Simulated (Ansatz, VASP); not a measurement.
# One calculation of CoSn3, two programs

File INCAR:

```
PREC = Accurate ; ENCUT = 600
EDIFF = 1E-7 ; ISMEAR = 0
SIGMA = 0.1 ; LREAL = False
LASPH = True ; NELM = 60
ALGO = Fast ; ISIF = 3
LWAVE = False ; LCHARG = False
GGA = PS ; IBRION = 2
NSW = 80 ; EDIFFG = -0.01
```

The input KPOINTS:

```
Automatic mesh
0
Gamma
  10 10 10
```

Contents of POSCAR:

```
CoSn3
1.0
    0.0000000000      3.4793051165      3.4793051165
    3.4793051165      0.0000000000      3.4793051165
    3.4793051165      3.4793051165      0.0000000000
Sn Co
3 1
Direct
    0.2500000000      0.2500000000      0.2500000000
    0.7500000000      0.7500000000      0.7500000000
    0.5000000000      0.5000000000      0.5000000000
    0.0000000000      0.0000000000      0.0000000000
```

Input for Ansatz:

```yaml
crystal:
  lattice:
    - [0.0, 3.4793051165, 3.4793051165]
    - [3.4793051165, 0.0, 3.4793051165]
    - [3.4793051165, 3.4793051165, 0.0]
  atoms:
    - { symbol: Sn, position: [0.25, 0.25, 0.25] }
    - { symbol: Sn, position: [0.75, 0.75, 0.75] }
    - { symbol: Sn, position: [0.5, 0.5, 0.5] }
    - { symbol: Co, position: [0.0, 0.0, 0.0] }
basis:
  ecutwfc: 420
kpoints:
  mp_grid: { grid: [10, 10, 10] }
hamiltonian:
  xc: pbesol
scf:
  occupations: { method: gaussian, width: 0.1 }
  lower_state_search: "off"
output:
  forces: true
  stress: true
  eigenvalues: true
  write_density: true
  write_potential: true
  elf: true
  volumetric_format: npy
relax:
  adjacent_minimum: "off"
  f_tol: 0.01
  max_steps: 60
  cell: { stress_tol: 0.05 }
```

Alike in both runs: task relaxation of cell and atoms; functional PBEsol; k mesh 10 × 10 × 10; occupations gaussian, width 0.1 eV; no spin polarisation.

```csv
,VASP,Ansatz
version,VASP 6.6.1,Ansatz 0.2.0
potentials or method,"VASP PAW PBE potentials, release 64 (Sn_d, Co), cutoff 600 eV","scalar-relativistic, plane waves, PAW"
valence electrons in the cell,51,59
```

```tsv
	VASP	Ansatz	Ansatz less VASP
gap on the k mesh at the Fermi level, each at its own relaxed structure (eV)	none	none	-
relaxed volume (Å³/atom)	20.87	20.86	-0.007
relaxed cell length with the largest relative difference (Å)	4.906	4.905	-0.0005
```

VASP's potentials were made for PBE, not for PBEsol. A gap of «none» marks a metal or a gap that the smearing closes. VASP's potentials hold 51 valence electrons a cell and Ansatz's 59, so a difference there can come from the potentials and not from the codes.
